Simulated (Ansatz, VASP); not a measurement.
Hf2AlN3 in VASP and in Ansatz

```xyz
6
Lattice="3.1091 0.0000 0.0000 -1.5545 2.6925 0.0000 0.0000 0.0000 7.7408" Properties=species:S:1:pos:R:3 pbc="T T T"
Hf    0.0000    1.7950    5.1616
Hf    1.5545    0.8975    2.5791
Al    0.0000    0.0000    0.0000
N     1.5545    0.8975    6.6182
N     0.0000    0.0000    3.8704
N     0.0000    1.7950    1.1226
```

Alike in both runs: functional PBE; k mesh 12 × 12 × 6; occupations gaussian, width 0.1 eV; no spin polarisation.

Ansatz relaxed the structure, and its values are those at the end. VASP's run is a single point on that final structure, the one shown.

|  | VASP | Ansatz |
| --- | --- | --- |
| version | VASP 6.6.1 | Ansatz 0.2.0 |
| potentials or method | VASP PAW PBE potentials, release 64 (Hf_pv, Al, N), cutoff 600 eV | scalar-relativistic, plane waves, PAW |
| valence electrons in the cell | 38 | 70 |

VASP gave:

* gap on the k mesh at the Fermi level (eV): none
* pressure (GPa): -1.9
* rms of the force components (eV/Å): 0.034

Task: Which values does Ansatz return?

Result: gap on the k mesh at the Fermi level (eV): none; pressure (GPa): 0.0; rms of the force components (eV/Å): 0.003.

A gap of «none» marks a metal or a gap that the smearing closes. VASP's potentials hold 38 valence electrons a cell and Ansatz's 70, so a difference there can come from the potentials and not from the codes.

Neither program's run includes spin-orbit coupling.
